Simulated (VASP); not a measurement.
Li: single point with PBE

The system is Li.

```
Li
1.0
     3.07465    0.00000    0.00000
    -1.53732    2.66272    0.00000
     0.00000    0.00000    4.95804
Li
2
Direct
  0.33333 0.66667 0.25000
  0.66667 0.33333 0.75000
```

```yaml
Program: VASP 6.6.1
Task: single point
Functional: PBE
Potentials_or_basis: VASP PAW PBE potentials, release 64 (Li_sv)
Cutoff: 750 eV
k_mesh: 8 × 8 × 4
Occupations: methfessel-paxton, width 0.1 eV
Spin: no spin polarisation
```

```
Pressure               : -0.1 GPa
Band gap on the k mesh : zero (band 3 reaches 2.23 eV, above the bottom of band 4 at -1.81 eV)
```

Stress tensor (GPa, compression positive):
```
-0.06  0.00  0.00
 0.00 -0.06  0.00
 0.00  0.00 -0.30
```

Levels at points of the mesh, in eV from the Fermi level:
| k point | band 1 | band 2 | band 3 | band 4 | band 5 | band 6 | band 7 |
| --- | --- | --- | --- | --- | --- | --- | --- |
| (0.00, 0.00, 0.00) | -46.38 | -46.36 | -3.43 | 0.20 | 3.15 | 12.44 | 12.44 |
| (0.50, 0.00, 0.00) | -46.36 | -46.36 | 0.03 | 1.15 | 4.84 | 6.01 | 6.44 |
| (0.00, 0.00, 0.50) | -46.37 | -46.37 | -2.29 | -2.29 | 8.30 | 8.30 | 13.38 |
| (0.50, 0.00, 0.50) | -46.36 | -46.36 | 0.81 | 0.81 | 3.61 | 3.61 | 9.86 |

Run time: 16 s on 1 thread of AMD EPYC 7R43 64-Core Processor (Zen 3), on a shared host, peak memory 0.14 GiB.
